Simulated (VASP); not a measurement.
# Au (Cmcm) in VASP: notebook

Au is run at these levels: PBEsol; tasks: single point.

Everything below comes from runs of VASP 6.6.1. Logs are shortened: lines on timing, memory, paths and dates and some standing lists are left out, and cuts for length are marked.

### 1 The cell of the first run

The structure is orthorhombic, space group Cmcm (No. 63). Conventional cell: a = 2.820 Å, b = 5.009 Å, c = 4.801 Å, α = 90.00°, β = 90.00°, γ = 90.00°. Within 3.7 Å of Au (site symmetry m2m) lie 12 Au at 2.82 to 2.91 Å.

### 2 Single point, PBEsol (strain -0.0050 x Voigt [0, 1, 0, 0, 0, 0])

INCAR

```
SYSTEM = Au
PREC     = Accurate       ! precision mode
ENCUT    = 520            ! plane-wave cutoff, eV
EDIFF    = 1E-6           ! SCF threshold, eV
ISMEAR   = 0              ! smearing method
SIGMA    = 0.15           ! smearing width, eV
LREAL    = .False.        ! projectors in reciprocal space
LASPH    = .True.         ! aspherical terms in the spheres
NELM     = 100            ! most SCF steps
ALGO     = Fast           ! electronic algorithm
ISIF     = 2              ! what is computed and relaxed
LWAVE    = .False.        ! write WAVECAR
LCHARG   = .True.         ! write CHGCAR
GGA      = PS             ! functional
LELF     = .True.         ! ELF
LVHAR    = .True.       
NBANDS   = 18             ! bands
```

KPOINTS

```
regular mesh
0
Gamma
  24 24 12
  0 0 0
```

POSCAR

```
Au
1.0
    1.4100150311     -2.5044180834      0.0000000000
    1.4100150311      2.5044180834      0.0000000000
    0.0000000000      0.0000000000      4.8006775662
Au
2
Direct
    0.6638639510      0.3361360490      0.2500000000
    0.3361360490      0.6638639510      0.7500000000
```

Potentials or basis: VASP PAW PBE potentials, release 64 (Au).

Run with:

```
$ cat potpaw_PBE.64/Au/POTCAR > POTCAR
$ mpirun -np 1 vasp_std > vasp.out
```

OUTCAR:

```text
SYSTEM = Au
   PREC = Accurate
   ENCUT = 520
   EDIFF = 1E-6
   ISMEAR = 0
   LREAL = .False.
   LASPH = .True.
   NELM = 100
   ISIF = 2
   GGA = PS

 ion  position               nearest neighbor table
   1  0.664  0.336  0.250-   2 2.91   2 2.91   2 2.91   2 2.91   2 2.91   2 2.91
   2  0.336  0.664  0.750-   1 2.91   1 2.91   1 2.91   1 2.91   1 2.91   1 2.91

  LATTYP: Found a base centered orthorhombic cell.
 ALAT       =     2.8200300622
 B/A-ratio  =     1.7761641033
 C/A-ratio  =     1.7023497836

  Lattice vectors:

 A1 = (   1.4100150311,  -2.5044180834,   0.0000000000)
 A2 = (   1.4100150311,   2.5044180834,   0.0000000000)
 A3 = (   0.0000000000,   0.0000000000,   4.8006775662)

Analysis of symmetry for initial positions (statically):
=====================================================================
 Subroutine PRICEL returns:
 Original cell was already a primitive cell.

 Routine SETGRP: Setting up the symmetry group for a
 base centered orthorhombic supercell.

 Subroutine GETGRP returns: Found  8 space group operations
 (whereof  4 operations were pure point group operations)
 out of a pool of  8 trial point group operations.

The static configuration has the point symmetry C_2h.
 The point group associated with its full space group is D_2h.

Analysis of symmetry for dynamics (positions and initial velocities):
=====================================================================
 Subroutine PRICEL returns:
 Original cell was already a primitive cell.

 Routine SETGRP: Setting up the symmetry group for a
 base centered orthorhombic supercell.

 Subroutine GETGRP returns: Found  8 space group operations
 (whereof  4 operations were pure point group operations)
 out of a pool of  8 trial point group operations.

The dynamic configuration has the point symmetry C_2h.
 The point group associated with its full space group is D_2h.

 Subroutine INISYM returns: Found  8 space group operations
 (whereof  4 operations are pure point group operations),
 and found     1 'primitive' translations

----------------------------------------------------------------------------------------

                                     Primitive cell

  volume of cell :      33.9049

  direct lattice vectors                    reciprocal lattice vectors
     1.410015031 -2.504418083  0.000000000     0.354606149 -0.199647177  0.000000000
     1.410015031  2.504418083  0.000000000     0.354606149  0.199647177  0.000000000
     0.000000000  0.000000000  4.800677566     0.000000000  0.000000000  0.208303929

  length of vectors
     2.874065470  2.874065470  4.800677566     0.406945348  0.406945348  0.208303929

  position of ions in fractional coordinates (direct lattice)
     0.663863951  0.336136049  0.250000000
     0.336136049  0.663863951  0.750000000

  ion indices of the primitive-cell ions
   primitive index   ion index
                 1           1
                 2           2

----------------------------------------------------------------------------------------

 KPOINTS: regular mesh

Automatic generation of k-mesh.
 Grid dimensions read from file:
 generate k-points for:   24   24   12

 Generating k-lattice:

  Cartesian coordinates                     Fractional coordinates (reciprocal lattice)
     0.014775256 -0.008318632  0.000000000     0.041666667  0.000000000  0.000000000
     0.014775256  0.008318632  0.000000000     0.000000000  0.041666667  0.000000000
     0.000000000  0.000000000  0.017358661     0.000000000  0.000000000  0.083333333

  Length of vectors
     0.016956056  0.016956056  0.017358661

  Shift w.r.t. Gamma in fractional coordinates (k-lattice)
     0.000000000  0.000000000  0.000000000

 Subroutine IBZKPT returns following result:
 ===========================================

 Found   1099 irreducible k-points:

 Following reciprocal coordinates:
            Coordinates               Weight
  0.000000  0.000000  0.000000      1.000000
  0.041667  0.000000  0.000000      4.000000
  0.083333  0.000000  0.000000      4.000000
  0.125000  0.000000  0.000000      4.000000
  0.166667  0.000000  0.000000      4.000000
  0.208333  0.000000  0.000000      4.000000
[... 16 lines left out ...]
  0.416667  0.041667  0.000000      4.000000
  0.458333  0.041667  0.000000      4.000000
 [... further k-points ...]
   k-points           NKPTS =   1099   k-points in BZ     NKDIM =   1099   number of bands    NBANDS=     18
   number of dos      NEDOS =    301   number of ions     NIONS =      2
   total plane-waves  NPLWV =  20736
   dimension x,y,z NGX =    24 NGY =   24 NGZ =   36
   dimension x,y,z NGXF=    48 NGYF=   48 NGZF=   72
   ions per type =               2
   NGX,Y,Z   is equivalent  to a cutoff of  13.88, 13.88, 12.47 a.u.
   NGXF,Y,Z  is equivalent  to a cutoff of  27.76, 27.76, 24.93 a.u.
 SYSTEM =  Au
   PREC   = accura    normal or accurate (medium, high low for compatibility)
   ISTART =      0    job   : 0-new  1-cont  2-samecut
   ICHARG =      2    charge: 1-file 2-atom 10-const
   ISPIN  =      1    spin polarized calculation?
   LNONCOLLINEAR =      F non collinear calculations
   LSORBIT =      F    spin-orbit coupling
   LASPH  =      T    aspherical Exc in radial PAW
   ENCUT  =  520.0 eV  38.22 Ry    6.18 a.u.   5.34  5.34  8.93*2*pi/ulx,y,z
   NELM   =    100;   NELMIN=  2; NELMDL= -5     # of ELM steps
   EDIFF  = 0.1E-05   stopping-criterion for ELM
   LREAL  =      F    real-space projection
   EDIFFG = 0.1E-04   stopping-criterion for IOM
   NSW    =      0    number of steps for IOM
   IBRION =     -1    ionic relax: 0-MD 1-quasi-New 2-CG
   NFREE  =      0    steps in history (QN), initial steepest desc. (CG)
   ISIF   =      2    stress and relaxation
   ISYM   =      2    0-nonsym 1-usesym 2-fastsym
   POTIM  = 0.5000    time-step for ionic-motion
   TEBEG  =    0.0;   TEEND  =   0.0 temperature during run
   PSTRESS=    0.0 pullay stress
   NELECT =      22.0000    total number of electrons
   NUPDOWN=      -1.0000    fix difference up-down
   EMIN   =  10.00;   EMAX   =-10.00  energy-range for DOS
   EFERMI =   0.00;   METHOD = LEGACY
   ISMEAR =     0;   SIGMA  =   0.15  broadening in eV -4-tet -1-fermi 0-gaus
   EFERMI_NEDOS =   21; number of points for ismear=-14 and -15
   IALGO  =     68    algorithm
   IMIX   =      4    mixing-type and parameters
     AMIX     =   0.40;   BMIX     =  1.00
     AMIX_MAG =   1.60;   BMIX_MAG =  1.00
  volume/ion in A,a.u.               =      16.95       114.40
  Fermi-wavevector in a.u.,A,eV,Ry     =   1.417299  2.678306 27.330503  2.008735
  Thomas-Fermi vector in A             =   2.538543
   LORBIT       =      0    0 simple, 1 ext, 2 COOP (PROOUT), +10 PAW based schemes
   GGA     = PS    functional components
   LHFCALC =     F    Hartree Fock is set to
   AEXX    =    0.0000 exact exchange contribution
   IVDW    =     0    specifies the selected vdW correction
   LEPSILON=     F    determine dielectric tensor
   LRPA    =     F    only Hartree local field effects (RPA)
 non-spin polarized calculation
 RMM-DIIS sequential band-by-band and
 Gauss-broadening in eV      SIGMA  =   0.15
  energy-cutoff  :      520.00
  volume of cell :       33.90
 maximum number of plane-waves:       931
 NGX is ok and might be reduce to    24
   NGX = 11   NGY = 11   NGZ = 17

 number of electron      22.0000001 magnetization

 Free energy of the ion-electron system (eV)
  ---------------------------------------------------
  ext. energy  EPLUGINS =         0.00000000
  ---------------------------------------------------
  free energy    TOTEN  =        -7.83374722 eV

  energy without entropy =       -7.82573097  energy(sigma->0) =       -7.82973909

 E-fermi :   9.3366     XC(G=0): -12.9154

 val. band max:        9.3331897337   @ k =   0.5000   0.2500   0.2500
 cond. band min:       9.3385337377   @ k =   0.3750   0.0417   0.4167
 fundamental gap:      0.0053440041
 Fermi energy:         9.3365730723

 k-point     1 :       0.0000    0.0000    0.0000
  band No.  band energies     occupation
      1      -0.6127      2.00000
      2       1.8857      2.00000
      3       4.4524      2.00000
      4       4.5784      2.00000
      5       4.9388      2.00000
      6       4.9424      2.00000
[... 10 lines left out ...]
     17      27.6001      0.00000
     18      28.2931      0.00000

 k-point     2 :       0.0417    0.0000    0.0000
  band No.  band energies     occupation
      1      -0.5560      2.00000
      2       1.9340      2.00000
      3       4.4392      2.00000
      4       4.6209      2.00000
      5       4.9352      2.00000
      6       4.9705      2.00000
[... 10 lines left out ...]
     17      27.2785      0.00000
     18      27.8905      0.00000

 k-point     3 :       0.0833    0.0000    0.0000
  band No.  band energies     occupation
      1      -0.3877      2.00000
      2       2.0742      2.00000
      3       4.3973      2.00000
      4       4.7329      2.00000
      5       4.9680      2.00000
      6       4.9938      2.00000
[... 10 lines left out ...]
     17      26.6606      0.00000
     18      27.3421      0.00000

 k-point     4 :       0.1250    0.0000    0.0000
  band No.  band energies     occupation
      1      -0.1142      2.00000
      2       2.2905      2.00000
      3       4.3180      2.00000
      4       4.8702      2.00000
      5       4.9573      2.00000
      6       5.0879      2.00000
[... 375 lines left out ...]
      4       4.7566      2.00000
      5       4.9195      2.00000
      6       5.1020      2.00000
[... 10 lines left out ...]
     17      22.1646      0.00000
     18      24.5426      0.00000

 k-point    23 :       0.4167    0.0417    0.0000
  band No.  band energies     occupation
      1       2.4508      2.00000
      2       2.5574      2.00000
      3       3.0256      2.00000
      4       4.7136      2.00000
      5       5.0282      2.00000
      6       5.1378      2.00000
[... 10 lines left out ...]
     17      21.5957      0.00000
     18      24.2217      0.00000

 k-point    24 :       0.4583    0.0417    0.0000
  band No.  band energies     occupation
      1       2.4807      2.00000
      2       2.5129      2.00000
      3       2.9637      2.00000
      4       4.6986      2.00000
      5       4.9839      2.00000
      6       5.2623      2.00000
[... 10 lines left out ...]
     17      21.2500      0.00000
     18      24.0586      0.00000

 [... further k-points ...]

------------------------ aborting loop because EDIFF is reached ----------------------------------------

  FORCE on cell =-STRESS in cart. coord.  units (eV):
  Direction    XX          YY          ZZ          XY          YZ          ZX
  --------------------------------------------------------------------------------------
  -------------------------------------------------------------------------------------
  Total        0.2754086      0.0833336      0.0521732      0.0000000      0.0000000      0.0000000
  in kB       13.0144225      3.9379284      2.4654407      0.0000000      0.0000000      0.0000000
  external PRESSURE =       6.4725972 kB  Pullay stress =       0.0000000 kB

 VOLUME and BASIS-vectors are now :
 -----------------------------------------------------------------------------
  energy-cutoff  :      520.00
  volume of cell :       33.90
      direct lattice vectors                 reciprocal lattice vectors
     1.410015031 -2.504418083  0.000000000     0.354606149 -0.199647177  0.000000000
     1.410015031  2.504418083  0.000000000     0.354606149  0.199647177  0.000000000
     0.000000000  0.000000000  4.800677566     0.000000000  0.000000000  0.208303929

 POSITION                                       TOTAL-FORCE (eV/Angst)
 -----------------------------------------------------------------------------------
      1.41002     -0.82077      1.20017         0.000000      0.002391      0.000000
      1.41002      0.82077      3.60051         0.000000     -0.002391     -0.000000
 -----------------------------------------------------------------------------------
    total drift:                                0.000000      0.000000     -0.000000

  FREE ENERGIE OF THE ION-ELECTRON SYSTEM (eV)
  ---------------------------------------------------
  free  energy   TOTEN  =        -7.8337472173 eV

  energy  without entropy=       -7.8257309657  energy(sigma->0) =       -7.82973909
```

It took 8.4 min on 1 thread of AMD EPYC 9755, shared host; peak memory 0.57 GiB.

Results:

```yaml
Free_energy: -7.8337 eV
Pressure: 0.6 GPa
Band_gap_on_the_k_mesh: zero (bands 11 and 12 overlap by 6.87 eV)
```

Forces in eV/Å, atoms in the order of the input:
```
Au   0.000  0.002  0.000
Au   0.000 -0.002  0.000
```

Caveat: the cell differs from its parent crystal (strain -0.0050 x Voigt [0, 1, 0, 0, 0, 0]); the PAW data sets were made with another functional, which shifts forces and pressure a little; spin-orbit coupling is left out, which moves the levels of the heavy elements.

### 3 Single point, PBEsol (strain +0.0150 x Voigt [0, 1, 0, 0, 0, 0])

INCAR

```
ALGO     = Fast           # electronic algorithm
EDIFF    = 1E-6           # SCF threshold, eV
ENCUT    = 520            # plane-wave cutoff, eV
GGA      = PS             # functional
ISIF     = 2              # what is computed and relaxed
ISMEAR   = 0              # smearing method
LASPH    = T              # aspherical terms in the spheres
LCHARG   = T              # write CHGCAR
LELF     = T              # ELF
LREAL    = F              # projectors in reciprocal space
LVHAR    = T            
LWAVE    = F              # write WAVECAR
NBANDS   = 18             # bands
NELM     = 60             # most SCF steps
PREC     = Accurate       # precision mode
SIGMA    = 0.15           # smearing width, eV
```

KPOINTS

```
k-points
0
Gamma
  24 24 12
```

POSCAR

```
Au
1.0
    1.4100150311     -2.5547581454      0.0000000000
    1.4100150311      2.5547581454      0.0000000000
    0.0000000000      0.0000000000      4.8006775662
Au
2
Direct
    0.6638639510      0.3361360490      0.2500000000
    0.3361360490      0.6638639510      0.7500000000
```

Potentials or basis: VASP PAW PBE potentials, release 64 (Au).

Run with:

```
$ cat potpaw_PBE.64/Au/POTCAR > POTCAR
$ mpirun -np 1 vasp_std > vasp.out
```

Wall time 18 min (1 thread of Oxide Virtual Turin-like, shared host); peak memory 0.58 GiB.

It converged, with:

```yaml
Free_energy: -7.8266 eV
Pressure: -2.6 GPa
Largest_force: 0.016 eV/Å
Band_gap_on_the_k_mesh: zero (bands 11 and 12 overlap by 6.58 eV)
```

Forces on the atoms (eV/Å):
```
Au   0.000  0.016  0.000
Au   0.000 -0.016  0.000
```

Stress tensor (GPa, compression positive):
```
-1.59  0.00  0.00
 0.00 -3.79  0.00
 0.00  0.00 -2.39
```

Levels at points of the mesh, in eV from the Fermi level:
```
           k point  band 7  band 8  band 9  band 10  band 11  band 12  band 13  band 14  band 15  band 16
(0.00, 0.00, 0.00)   -3.89   -3.63   -3.41    -2.14    -2.12    -1.06     2.73    14.40    15.85    16.75
(0.50, 0.00, 0.00)   -3.59   -1.91   -1.84    -1.66     0.44     1.71     5.88     7.35     7.49     9.79
(0.50, 0.50, 0.00)   -3.81   -1.93   -1.83    -1.71     0.20     1.19     5.54     6.96     7.13    11.00
(0.00, 0.00, 0.50)   -4.26   -4.26   -2.67    -2.67    -2.50    -2.50    10.72    10.72    14.77    14.77
(0.50, 0.00, 0.50)   -2.40   -2.40   -1.71    -1.71     0.61     0.61     4.07     4.07    13.10    13.10
(0.50, 0.50, 0.50)   -2.34   -2.34   -1.80    -1.80     0.18     0.18     3.54     3.54    12.94    12.94
```

Caveat: the cell differs from its parent crystal (strain +0.0150 x Voigt [0, 1, 0, 0, 0, 0]); the PAW data sets were made with another functional, which shifts forces and pressure a little; spin-orbit coupling is left out, which moves the levels of the heavy elements.

### 4 Single point, PBEsol (strain +0.0175 x Voigt [0, 1, 0, 0, 0, 0])

INCAR

```
SYSTEM = Au
PREC = Accurate ; ENCUT = 520
EDIFF = 1E-6 ; ISMEAR = 0
SIGMA = 0.15 ; LREAL = .False.
LASPH = .True. ; NELM = 100
ALGO = Fast ; ISIF = 2
LWAVE = .False. ; LCHARG = .False.
GGA = PS ; NBANDS = 18
```

KPOINTS

```
Automatic mesh
0
Gamma
  24 24 12
  0 0 0
```

POSCAR

```
Au
1.0
    1.4100150311     -2.5610506531      0.0000000000
    1.4100150311      2.5610506531      0.0000000000
    0.0000000000      0.0000000000      4.8006775662
Au
2
Direct
    0.6638639510      0.3361360490      0.2500000000
    0.3361360490      0.6638639510      0.7500000000
```

Run with:

```
$ cat potpaw_PBE.64/Au/POTCAR > POTCAR
$ mpirun -np 1 vasp_std > vasp.out
```

Wall time 16 min (1 thread of Oxide Virtual Turin-like, shared host); peak memory 0.58 GiB.

It converged, with:

```yaml
Free_energy: -7.8245 eV
Pressure: -3.0 GPa
Largest_force: 0.017 eV/Å
Band_gap_on_the_k_mesh: zero (bands 11 and 12 overlap by 6.55 eV)
```

Forces in eV/Å, atoms in the order of the input:
```
Au   0.000  0.017  0.000
Au   0.000 -0.017  0.000
```

Stress tensor (GPa, compression positive):
```
-1.90  0.00  0.00
 0.00 -4.27  0.00
 0.00  0.00 -2.70
```

Levels at points of the mesh, in eV from the Fermi level:
```tsv
k point	band 9	band 10	band 11	band 12	band 13	band 14
(0.00, 0.00, 0.00)	-3.40	-2.14	-2.11	-1.04	2.73	14.38
(0.50, 0.00, 0.00)	-1.84	-1.67	0.45	1.70	5.89	7.36
(0.50, 0.50, 0.00)	-1.82	-1.72	0.18	1.16	5.53	6.93
(0.00, 0.00, 0.50)	-2.67	-2.67	-2.49	-2.49	10.73	10.73
(0.50, 0.00, 0.50)	-1.71	-1.71	0.62	0.62	4.06	4.06
(0.50, 0.50, 0.50)	-1.80	-1.80	0.17	0.17	3.51	3.51
```

Caveat: the cell differs from its parent crystal (strain +0.0175 x Voigt [0, 1, 0, 0, 0, 0]); the PAW data sets were made with another functional, which shifts forces and pressure a little; spin-orbit coupling is left out, which moves the levels of the heavy elements.

[end of part 1 of 2]
